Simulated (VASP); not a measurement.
Wanted: the native input for a VASP 6.6.1 run.

```yaml
Task: electric field gradients
Functional: PBEsol
Potentials_or_basis: VASP PAW PBE potentials, release 64 (Hf_pv)
Cutoff: 520 eV
k_mesh: 16 × 16 × 16
Occupations: fermi-dirac, width 0.08 eV
Spin: no spin polarisation
Dipole_correction: no
Further_INCAR_settings: ALGO = Normal; EDIFF = 1e-08; NBANDS = 11
```

The structure of Hf lies in POSCAR:

```
Hf
1.0
   -1.8404011445      1.8404011445      1.8404011445
    1.8404011445     -1.8404011445      1.8404011445
    1.8404011445      1.8404011445     -1.8404011445
Hf
1
Direct
    0.0000000000      0.0000000000      0.0000000000
```

This cell differs from its parent crystal: volume scaled by 1.06.

The input as run:

INCAR

```
  ALGO = Normal
  EDIFF = 1E-8
  ENCUT = 520
  GGA = PS
  ISIF = 2
  ISMEAR = -1
  LASPH = T
  LCHARG = F
  LEFG = T
  LREAL = F
  LWAVE = F
  NBANDS = 11
  NELM = 80
  PREC = Accurate
  SIGMA = 0.08
```

KPOINTS

```
k-points
0
Gamma
  16 16 16
```

Potentials or basis: VASP PAW PBE potentials, release 64 (Hf_pv).

Run with:

```bash
$ cat potpaw_PBE.64/Hf_pv/POTCAR > POTCAR
$ mpirun -np 1 vasp_std > vasp.out
```

It gave:

- Pressure: -13.1 GPa
- Band gap on the k mesh: zero (band 5 reaches 5.13 eV, above the bottom of band 6 at 3.05 eV)

Caveat: without QUAD_EFG the Cq values of the log hold for a quadrupole moment of 1 mb, not for the nuclei; the PAW data sets were made with another functional, which shifts forces and pressure a little; spin-orbit coupling is left out, which moves the levels of the heavy elements.

Wall time 12 s on 1 thread of Intel(R) Xeon(R) 6975P-C (Granite Rapids) (shared host), peak memory 0.16 GiB.
